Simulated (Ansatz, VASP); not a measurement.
# One calculation of CuI, two programs

Contents of POSCAR:

```
CuI
1.0
    0.0000000000      3.2932601449      2.5687429130
    3.2932601449      0.0000000000      2.5687429130
    3.2932601449      3.2932601449      0.0000000000
Cu I
1 1
Direct
    0.7500000000      0.7500000000      0.7500000000
    0.0000000000      0.0000000000      0.0000000000
```

File INCAR.step1:

```
SYSTEM = CuI
ALGO = Normal
EDIFF = 1E-4
ENCUT = 520
GGA = PE
ISMEAR = 0
LASPH = .TRUE.
LCHARG = .FALSE.
LREAL = .FALSE.
LWAVE = .TRUE.
NBANDS = 16
NELM = 100
PREC = Accurate
SIGMA = 0.05
```

Contents of INCAR.step2:

```
SYSTEM = CuI
ALGO = Normal
EDIFF = 1E-7
ENCUT = 520
ISIF = 2
ISMEAR = 0
ISTART = 1
LASPH = .TRUE.
LCHARG = .FALSE.
LMIXTAU = .TRUE.
LREAL = .FALSE.
LWAVE = .FALSE.
METAGGA = R2SCAN
NBANDS = 16
NELM = 100
PREC = Accurate
SIGMA = 0.05
```

KPOINTS

```
k-points
0
G
  8 8 8
  0 0 0
```

Input for Ansatz:

```yaml
crystal:
  lattice:
    - [0.0, 3.2932601449, 2.568742913]
    - [3.2932601449, 0.0, 2.568742913]
    - [3.2932601449, 3.2932601449, 0.0]
  atoms:
    - { symbol: Cu, position: [0.75, 0.75, 0.75] }
    - { symbol: I, position: [0.0, 0.0, 0.0] }
basis:
  ecutwfc: 500
kpoints:
  mp_grid: { grid: [8, 8, 8] }
hamiltonian:
  xc: r2scan
scf:
  occupations: { method: gaussian, width: 0.05 }
output:
  forces: true
  stress: true
  eigenvalues: true
```

Alike in both runs: task single point; functional r2SCAN; k mesh 8 × 8 × 8; occupations gaussian, width 0.05 eV; no spin polarisation.

|  | VASP | Ansatz |
| --- | --- | --- |
| version | VASP 6.6.1 | Ansatz 0.2.0 |
| potentials or method | VASP PAW PBE potentials, release 64 (Cu, I), cutoff 520 eV | scalar-relativistic, plane waves, PAW |
| valence electrons in the cell | 18 | 36 |

```csv
,VASP,Ansatz,Ansatz less VASP
gap on the k mesh at the Fermi level (eV),1.51,1.51,-0.001
least direct gap on the mesh (eV),1.51,1.51,-0.001
pressure (GPa),-1.5,-1.5,+0.01
"traceless stress, the component that is largest in VASP (GPa)",2.04,2.03,-0.005
```

VASP's potentials were made for PBE, not for r2SCAN. VASP's potentials hold 18 valence electrons a cell and Ansatz's 36, so a difference there can come from the potentials and not from the codes.

Neither program's run includes spin-orbit coupling.
